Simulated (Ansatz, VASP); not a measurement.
One calculation of Ba, two programs

```
Ba
1.0
    -2.43750    2.43750    2.43750
     2.43750   -2.43750    2.43750
     2.43750    2.43750   -2.43750
Ba
1
Direct
  0.00000 0.00000 0.00000
```

Change from the starting cell: strain -0.025 along x and y, -0.025 along z, atoms carried along.

Alike in both runs: task single point; functional PBEsol; k mesh 14 × 14 × 14; occupations gaussian, width 0.15 eV; no spin polarisation.

|  | VASP | Ansatz |
| --- | --- | --- |
| version | VASP 6.6.1 | Ansatz 0.2.0 |
| potentials or method | VASP PAW PBE potentials, release 64 (Ba_sv), cutoff 520 eV | scalar-relativistic, plane waves, PAW |
| valence electrons in the cell | 10 | 10 |

|  | VASP | Ansatz | Ansatz less VASP |
| --- | --- | --- | --- |
| gap on the k mesh at the Fermi level (eV) | none | none | - |
| pressure (GPa) | 0.1 | 0.0 | -0.08 |

VASP's potentials were made for PBE, not for PBEsol. A gap of «none» marks a metal or a gap that the smearing closes. The functional is the same, so the differences come from potentials, cutoffs and numerics.

Neither program's run includes spin-orbit coupling.
